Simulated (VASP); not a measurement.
Input of a VASP 6.6.1 run:

INCAR

```
  ALGO = Normal
  EDIFF = 1E-6
  EDIFFG = -0.01
  ENCUT = 600
  GGA = PE
  IBRION = 2
  ISIF = 3
  ISMEAR = -1
  LASPH = T
  LCHARG = F
  LREAL = F
  LWAVE = F
  NELM = 80
  NSW = 60
  PREC = Accurate
  SIGMA = 0.05
```

KPOINTS

```
k-points
0
Gamma
  9 9 9
```

The input POSCAR:

```
PbO2
1.0
    0.0000000000      2.7019920000      2.7019920000
    2.7019920000      0.0000000000      2.7019920000
    2.7019920000      2.7019920000      0.0000000000
Pb O
1 2
Direct
    0.0000000000      0.0000000000      0.0000000000
    0.7500000000      0.7500000000      0.7500000000
    0.2500000000      0.2500000000      0.2500000000
```

Potentials or basis: VASP PAW PBE potentials, release 64 (Pb_d, O).

The run is started by

```sh
$ cat potpaw_PBE.64/Pb_d/POTCAR potpaw_PBE.64/O/POTCAR > POTCAR
$ mpirun -np 1 vasp_std > vasp.out
```

**Question.** Estimate the band gap on the k mesh.

**Answer.** Zero (band 13 reaches 5.53 eV, above the bottom of band 14 at 4.39 eV).

**Question.** Predict the relaxed volume.

**Answer.** 13.20 Å³/atom.

**Question.** What does it give for the relaxed cell?

**Answer.** a = 3.826 Å, b = 3.826 Å, c = 3.826 Å, α = 60.00°, β = 60.00°, γ = 60.00°.

Step by step:
| step | energy change (eV) | largest force (eV/Å) | pressure (GPa) | volume (Å³) |
| --- | --- | --- | --- | --- |
| 1 | 0.0000 | 0.0000 | 0.47 | 39.45 |
| 2 | -0.0001 | 0.0000 | -0.27 | 39.67 |
| 3 | -0.0002 | 0.0000 | 0.00 | 39.59 |

Caveat: spin-orbit coupling is left out, which moves the levels of the heavy elements.
